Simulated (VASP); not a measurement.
# MgS in VASP: notebook, part 3 of 3

VASP 6.6.1. The steps go on from the part before.

### Step 5. Relaxation of cell and atoms, PBE

This run uses another cell than the first one, of 17.34 Å³/atom, 0.927 times its volume.

Input file INCAR:

```
ALGO = Normal
EDIFF = 1E-7
EDIFFG = -0.04
ENCUT = 600
GGA = PE
IBRION = 2
ISIF = 3
ISMEAR = 0
LASPH = T
LCHARG = F
LREAL = F
LWAVE = F
NELM = 60
NSW = 90
PREC = Accurate
SIGMA = 0.1
```

Input file KPOINTS:

```
k-points
0
Gamma
  4 6 6
```

Input file POSCAR:

```
MgS
1.0
    4.6198179000      0.0000000000      0.0000000000
    0.0000000000      1.4320827200      2.6209498700
    0.0000000000     -1.4320827200      2.6209498700
Mg S
1 1
Direct
    0.5000000000      0.6605584600      0.6605584600
    0.0000000000      0.3394415400      0.3394415400
```

Potentials or basis: VASP PAW PBE potentials, release 64 (Mg, S).

Command:

```console
cat potpaw_PBE.64/Mg/POTCAR potpaw_PBE.64/S/POTCAR > POTCAR
mpirun -np 1 vasp_std > vasp.out
```

OUTCAR:

```text
EDIFF = 1E-7
   EDIFFG = -0.04
   ENCUT = 600
   GGA = PE
   IBRION = 2
   ISIF = 3
   ISMEAR = 0
   LASPH = T
   LREAL = F
   NELM = 60
   NSW = 90
   PREC = Accurate

 ion  position               nearest neighbor table
   1  0.500  0.661  0.661-   2 2.86   2 2.86   2 2.88   2 2.88   2 2.88   2 2.88
   2  0.000  0.339  0.339-   1 2.86   1 2.86   1 2.88   1 2.88   1 2.88   1 2.88

  LATTYP: Found a base centered orthorhombic cell.
 ALAT       =     2.8641654400
 B/A-ratio  =     1.8301665354
 C/A-ratio  =     1.6129717353

  Lattice vectors:

 A1 = (   0.0000000000,   1.4320827200,  -2.6209498700)
 A2 = (   0.0000000000,   1.4320827200,   2.6209498700)
 A3 = (   4.6198179000,   0.0000000000,   0.0000000000)

Analysis of symmetry for initial positions (statically):
=====================================================================
 Subroutine PRICEL returns:
 Original cell was already a primitive cell.

 Routine SETGRP: Setting up the symmetry group for a
 base centered orthorhombic supercell.

 Subroutine GETGRP returns: Found  4 space group operations
 (whereof  4 operations were pure point group operations)
 out of a pool of  8 trial point group operations.

The static configuration has the point symmetry C_2v.

Analysis of symmetry for dynamics (positions and initial velocities):
=====================================================================
 Subroutine PRICEL returns:
 Original cell was already a primitive cell.

 Routine SETGRP: Setting up the symmetry group for a
 base centered orthorhombic supercell.

 Subroutine GETGRP returns: Found  4 space group operations
 (whereof  4 operations were pure point group operations)
 out of a pool of  8 trial point group operations.

The dynamic configuration has the point symmetry C_2v.

 Subroutine INISYM returns: Found  4 space group operations
 (whereof  4 operations are pure point group operations),
 and found     1 'primitive' translations

----------------------------------------------------------------------------------------

                                     Primitive cell

  volume of cell :      34.6802

  direct lattice vectors                    reciprocal lattice vectors
     4.619817900  0.000000000  0.000000000     0.216458748  0.000000000  0.000000000
     0.000000000  1.432082720  2.620949870     0.000000000  0.349141843  0.190770532
     0.000000000 -1.432082720  2.620949870     0.000000000 -0.349141843  0.190770532

  length of vectors
     4.619817900  2.986676939  2.986676939     0.216458748  0.397861059  0.397861059

  position of ions in fractional coordinates (direct lattice)
     0.500000000  0.660558460  0.660558460
     0.000000000  0.339441540  0.339441540

  ion indices of the primitive-cell ions
   primitive index   ion index
                 1           1
                 2           2

----------------------------------------------------------------------------------------

 KPOINTS: k-points

Automatic generation of k-mesh.
 Grid dimensions read from file:
 generate k-points for:    4    6    6

 Generating k-lattice:

  Cartesian coordinates                     Fractional coordinates (reciprocal lattice)
     0.054114687  0.000000000  0.000000000     0.250000000  0.000000000  0.000000000
     0.000000000  0.058190307  0.031795089     0.000000000  0.166666667  0.000000000
     0.000000000 -0.058190307  0.031795089     0.000000000  0.000000000  0.166666667
[... 56 lines left out ...]
   NELM   =     60;   NELMIN=  2; NELMDL= -5     # of ELM steps
   EDIFF  = 0.1E-06   stopping-criterion for ELM
   LREAL  =      F    real-space projection
   EDIFFG = -.4E-01   stopping-criterion for IOM
   NSW    =     90    number of steps for IOM
   IBRION =      2    ionic relax: 0-MD 1-quasi-New 2-CG
   NFREE  =      1    steps in history (QN), initial steepest desc. (CG)
   ISIF   =      3    stress and relaxation
   ISYM   =      2    0-nonsym 1-usesym 2-fastsym
   POTIM  = 0.5000    time-step for ionic-motion
   TEBEG  =    0.0;   TEEND  =   0.0 temperature during run
   PSTRESS=    0.0 pullay stress
   NELECT =       8.0000    total number of electrons
   NUPDOWN=      -1.0000    fix difference up-down
   EMIN   =  10.00;   EMAX   =-10.00  energy-range for DOS
   EFERMI =   0.00;   METHOD = LEGACY
   ISMEAR =     0;   SIGMA  =   0.10  broadening in eV -4-tet -1-fermi 0-gaus
   EFERMI_NEDOS =   21; number of points for ismear=-14 and -15
   IALGO  =     38    algorithm
   IMIX   =      4    mixing-type and parameters
     AMIX     =   0.40;   BMIX     =  1.00
     AMIX_MAG =   1.60;   BMIX_MAG =  1.00
  volume/ion in A,a.u.               =      17.34       117.02
  Fermi-wavevector in a.u.,A,eV,Ry     =   1.004024  1.897331 13.715557  1.008065
  Thomas-Fermi vector in A             =   2.136614
   LORBIT       =      0    0 simple, 1 ext, 2 COOP (PROOUT), +10 PAW based schemes
   GGA     = PE    functional components
   LHFCALC =     F    Hartree Fock is set to
   AEXX    =    0.0000 exact exchange contribution
   IVDW    =     0    specifies the selected vdW correction
   LEPSILON=     F    determine dielectric tensor
   LRPA    =     F    only Hartree local field effects (RPA)
 conjugate gradient relaxation of ions
 non-spin polarized calculation
 Gauss-broadening in eV      SIGMA  =   0.10
  energy-cutoff  :      600.00
  volume of cell :       34.68
 maximum number of plane-waves:      1180
 NGX is ok and might be reduce to    40
   NGX = 19   NGY = 11   NGZ = 11

--------------------------------------- Ionic step        1  -------------------------------------------

 number of electron       8.0000000 magnetization

 Free energy of the ion-electron system (eV)
  ---------------------------------------------------
  ext. energy  EPLUGINS =         0.00000000
  ---------------------------------------------------
  free energy    TOTEN  =        -5.42492686 eV

  energy without entropy =       -5.41218795  energy(sigma->0) =       -5.41855741

------------------------ aborting loop because EDIFF is reached ----------------------------------------

  FORCE on cell =-STRESS in cart. coord.  units (eV):
  Direction    XX          YY          ZZ          XY          YZ          ZX
  --------------------------------------------------------------------------------------
  -------------------------------------------------------------------------------------
  Total       -3.1546875      2.8852071      3.4891555      0.0000000      0.0000000      0.0000000
  in kB     -145.7421760    133.2925591    161.1941361      0.0000000      0.0000000      0.0000000
  external PRESSURE =      49.5815064 kB  Pullay stress =       0.0000000 kB
[... 89 lines left out ...]
  FREE ENERGIE OF THE ION-ELECTRON SYSTEM (eV)
  ---------------------------------------------------
  free  energy   TOTEN  =        -7.7133304136 eV

  energy  without entropy=       -7.7133039449  energy(sigma->0) =       -7.71331718

 E-fermi :   4.2909     XC(G=0):  -9.2490

 val. band max:        3.8891338996   @ k =   0.0000  -0.3333   0.3333
 cond. band min:       4.6854525155   @ k =   0.5000   0.5000   0.5000
 fundamental gap:      0.7963186159
 Fermi energy:         4.2909055867

 k-point     1 :       0.0000    0.0000    0.0000
  band No.  band energies     occupation
      1      -9.1975      2.00000
      2       2.5158      2.00000
      3       2.9744      2.00000
      4       3.2209      2.00000
      5       5.4581      0.00000
      6       9.1621      0.00000
      7      10.1921      0.00000
      8      10.8296      0.00000
[... 243 lines left out ...]
 k-point    24 :       0.5000   -0.3333    0.1667
  band No.  band energies     occupation
      1      -7.2896      2.00000
      2      -0.3529      2.00000
      3       0.4191      2.00000
      4       2.0113      2.00000
      5       5.4953      0.00000
      6       7.8120      0.00000
      7      10.0820      0.00000
      8      13.4140      0.00000

 [... further k-points ...]

[... ionic steps 4 to 9 ...]

--------------------------------------- Ionic step       10  -------------------------------------------

 number of electron       8.0000001 magnetization

------------------------ aborting loop because EDIFF is reached ----------------------------------------
[... 67 lines left out ...]
--------------------------------------- Ionic step       12  -------------------------------------------

 number of electron       8.0000002 magnetization

 Free energy of the ion-electron system (eV)
  ---------------------------------------------------
  ext. energy  EPLUGINS =         0.00000000
  ---------------------------------------------------
  free energy    TOTEN  =        -7.96303496 eV

  energy without entropy =       -7.96303496  energy(sigma->0) =       -7.96303496

 E-fermi :   4.5041     XC(G=0):  -9.4182

 val. band max:        4.0108406573   @ k =   0.0000  -0.3333   0.3333
 cond. band min:       5.1268790710   @ k =   0.5000   0.5000   0.0000
 fundamental gap:      1.1160384137
 Fermi energy:         4.5040928283

 k-point     1 :       0.0000    0.0000    0.0000
  band No.  band energies     occupation
      1      -9.0617      2.00000
      2       3.2130      2.00000
      3       3.2200      2.00000
      4       3.2420      2.00000
      5       6.0393      0.00000
      6       9.3716      0.00000
      7      11.0351      0.00000
      8      11.0886      0.00000
[... 282 lines left out ...]
  FREE ENERGIE OF THE ION-ELECTRON SYSTEM (eV)
  ---------------------------------------------------
  free  energy   TOTEN  =        -7.9630349619 eV

  energy  without entropy=       -7.9630349619  energy(sigma->0) =       -7.96303496

 reached required accuracy - stopping structural energy minimisation
```

CONTCAR:

```text
MgS
   1.00000000000000
     3.3071873968361132    0.0000000000000000    0.0000000000000000
     0.0000000000000000    1.8055079265445775    3.1202319637726310
     0.0000000000000000   -1.8055079265445775    3.1202319637726310
  Mg              S
     1     1
Direct
     0.5000000000000000    0.6656143310571770    0.6656143310571770
     0.0000000000000000    0.3343856689428230    0.3343856689428230

  0.00000000E+00  0.00000000E+00  0.00000000E+00
  0.00000000E+00  0.00000000E+00  0.00000000E+00
```

It took 63 s on 1 thread of AMD EPYC 9R45 (Zen 5), shared host; peak memory 0.14 GiB.

What came out:

- Free energy: -7.9630 eV
- Relaxed volume: 18.63 Å³/atom
- Relaxed cell: a = 3.307 Å, b = 3.605 Å, c = 3.605 Å, α = 60.11°, β = 90.00°, γ = 90.00°
- Space group after relaxing (to 0.05 Å): P-6m2 (No. 187)
- Energy gained by relaxing: 1269.1 meV/atom
- Ionic steps: 12
- Pressure after relaxing: 0.1 GPa
- Largest force after relaxing: 0.030 eV/Å
- Band gap on the k mesh: 1.12 eV, indirect (least direct gap 2.07 eV)

Forces in eV/Å, atoms in the order of the input:
```
Mg   0.000  0.000  0.030
S    0.000  0.000 -0.030
```

Step by step:
| step | energy change (eV) | largest force (eV/Å) | pressure (GPa) | volume (Å³) |
| --- | --- | --- | --- | --- |
| 1 | 0.0000 | 0.0388 | 4.96 | 34.68 |
| 2 | -0.8291 | 0.0562 | -0.69 | 37.16 |
| 3 | -2.2884 | 0.2527 | -4.19 | 41.22 |
| 4 | -2.3140 | 0.1673 | -5.38 | 40.44 |
| 5 | -2.4080 | 0.1989 | -5.37 | 40.81 |
| 6 | -2.3502 | 0.0924 | 4.31 | 36.22 |
| 7 | -2.4892 | 0.1376 | -2.12 | 38.80 |
| 8 | -2.5345 | 0.0768 | 0.83 | 36.80 |
| 9 | -2.5348 | 0.0790 | 0.57 | 36.95 |
| 10 | -2.5377 | 0.0541 | -0.04 | 37.29 |
| 11 | -2.5378 | 0.0476 | -0.19 | 37.38 |
| 12 | -2.5381 | 0.0305 | 0.05 | 37.26 |

Final structure:
```
Mg S
1.0
     3.30719    0.00000    0.00000
     0.00000    1.80551    3.12023
     0.00000   -1.80551    3.12023
Mg S
1 1
Cartesian
  1.6536 0.0000 4.1537
  0.0000 0.0000 2.0867
```

Levels at points of the mesh, in eV from the valence-band top:
| k point | band 1 | band 2 | band 3 | band 4 | band 5 | band 6 | band 7 | band 8 |
| --- | --- | --- | --- | --- | --- | --- | --- | --- |
| (0.00, 0.00, 0.00) | -13.07 | -0.80 | -0.79 | -0.77 | 2.03 | 5.36 | 7.02 | 7.08 |
| (0.50, 0.00, 0.00) | -11.97 | -5.75 | -0.09 | -0.07 | 5.38 | 6.92 | 8.26 | 8.27 |
| (0.00, 0.50, 0.00) | -12.00 | -5.23 | -1.77 | -0.10 | 3.05 | 6.52 | 7.82 | 8.51 |
| (0.50, 0.50, 0.00) | -11.10 | -4.22 | -3.78 | -0.96 | 1.12 | 5.52 | 6.30 | 7.78 |
| (0.00, 0.50, 0.50) | -11.99 | -5.24 | -1.77 | -0.09 | 3.03 | 6.54 | 7.84 | 8.49 |
| (0.50, 0.50, 0.50) | -11.09 | -4.21 | -3.79 | -0.96 | 1.13 | 5.53 | 6.27 | 7.73 |

A k mesh can miss the band edges. PBE gaps usually lie below the measured ones, often by a third to a half.

### Step 6. Relaxation of cell and atoms, PBE

Input file INCAR:

```
SYSTEM = MgS
PREC     = Accurate       ! precision mode
ENCUT    = 600            ! plane-wave cutoff, eV
EDIFF    = 1E-6           ! SCF threshold, eV
ISMEAR   = 0              ! smearing method
SIGMA    = 0.02           ! smearing width, eV
LREAL    = .FALSE.        ! projectors in reciprocal space
LASPH    = .TRUE.         ! aspherical terms in the spheres
NELM     = 60             ! most SCF steps
ALGO     = Normal         ! electronic algorithm
ISIF     = 3              ! what is computed and relaxed
LWAVE    = .FALSE.        ! write WAVECAR
LCHARG   = .FALSE.        ! write CHGCAR
GGA      = PE             ! functional
IBRION   = 2              ! ionic algorithm
NSW      = 100            ! ionic steps
EDIFFG   = -0.01          ! ionic threshold
```

Input file KPOINTS:

```
regular mesh
0
G
  12 12 8
  0 0 0
```

Input file POSCAR:

```
MgS
1.0
    3.6120877766      0.0000000000      0.0000000000
   -1.8060438883      3.1281597752      0.0000000000
    0.0000000000      0.0000000000      3.3064050835
Mg S
1 1
Direct
    0.3333333333      0.6666666667      0.5000000000
    0.0000000000      0.0000000000      0.0000000000
```

Potentials or basis: VASP PAW PBE potentials, release 64 (Mg, S).

Command:

```console
cat potpaw_PBE.64/Mg/POTCAR potpaw_PBE.64/S/POTCAR > POTCAR
mpirun -np 1 vasp_std > vasp.out
```

It took 28 s on 1 thread of AMD EPYC 9R45 (Zen 5), shared host; peak memory 0.17 GiB.

The run converged. Its results:

```yaml
Free_energy: -8.0025 eV
Relaxed_volume: 18.60 Å³/atom
Relaxed_cell: a = 3.607 Å, b = 3.607 Å, c = 3.301 Å, α = 90.00°, β = 90.00°, γ = 120.00°
Space_group_after_relaxing_to_0.05_Å: P-6m2 (No. 187)
Energy_gained_by_relaxing: 0.1 meV/atom
Ionic_steps: 3
Pressure_after_relaxing: 0.0 GPa
Band_gap_on_the_k_mesh: 1.13 eV, indirect (least direct gap 2.11 eV)
```

Stress tensor (GPa, compression positive):
```
-0.03  0.00  0.00
 0.00 -0.03  0.00
 0.00  0.00  0.07
```

Step by step:
```tsv
step	energy change (eV)	largest force (eV/Å)	pressure (GPa)	volume (Å³)
1	0.0000	0.0000	-0.31	37.36
2	-0.0002	0.0000	0.05	37.16
3	-0.0002	0.0000	0.00	37.19
```

Final structure:
```yaml
crystal:
  lattice:
    - [3.60727, 0.00000, 0.00000]
    - [-1.80363, 3.12398, 0.00000]
    - [0.00000, 0.00000, 3.30063]
  atoms:
    - { symbol: Mg, position: [0.33333, 0.66667, 0.50000] }
    - { symbol: S, position: [0.00000, 0.00000, 0.00000] }
```

Levels at points of the mesh, in eV from the valence-band top:
```csv
k point,band 1,band 2,band 3,band 4,band 5,band 6,band 7,band 8
"(0.00, 0.00, 0.00)",-13.10,-0.82,-0.82,-0.76,2.04,5.36,7.04,7.04
"(0.50, 0.00, 0.00)",-12.02,-5.25,-1.79,-0.09,3.04,6.54,7.85,8.54
"(0.00, 0.00, 0.50)",-11.99,-5.76,-0.10,-0.10,5.37,6.93,8.24,8.24
"(0.50, 0.00, 0.50)",-11.12,-4.24,-3.80,-0.98,1.13,5.52,6.29,7.78
```

A k mesh can miss the band edges. As with any semilocal functional, this PBE gap is likely too small.

### Step 7. The runs side by side

```tsv
task	cell	k mesh	cutoff (eV)	smearing	gap on the mesh (eV)	pressure (GPa)	relaxed volume (Å³/atom)
single point	a = 3.313, b = 3.610, c = 3.610 Å, angles 60.0, 90.0, 90.0°, 2 atoms	4 × 6 × 6	520	gaussian 0.1 eV	1.13	-0.2	-
relaxation of cell and atoms	relaxed from a = 3.610, b = 3.610, c = 3.313 Å, angles 90.0, 90.0, 120.0°, 2 atoms	6 × 6 × 6	600	gaussian 0.1 eV	1.12	0.1	18.58
single point	a = 3.611, b = 3.611, c = 3.305 Å, angles 90.0, 90.0, 120.0°, 2 atoms	12 × 12 × 8	520	gaussian 0.02 eV	1.13	-0.3	-
relaxation of cell and atoms	relaxed from a = 4.620, b = 2.987, c = 2.987 Å, angles 57.3, 90.0, 90.0°, 2 atoms	4 × 6 × 6	600	gaussian 0.1 eV	1.12	0.1	18.63
relaxation of cell and atoms	relaxed from a = 3.612, b = 3.612, c = 3.306 Å, angles 90.0, 90.0, 120.0°, 2 atoms	12 × 12 × 8	600	gaussian 0.02 eV	1.13	0.0	18.60
```

Alike in all rows: level PBE; potentials or basis VASP PAW PBE potentials, release 64 (Mg, S); no spin polarisation.

Caveats: some runs use coarse meshes.

Absolute energies hang on the potentials; compare differences alone.
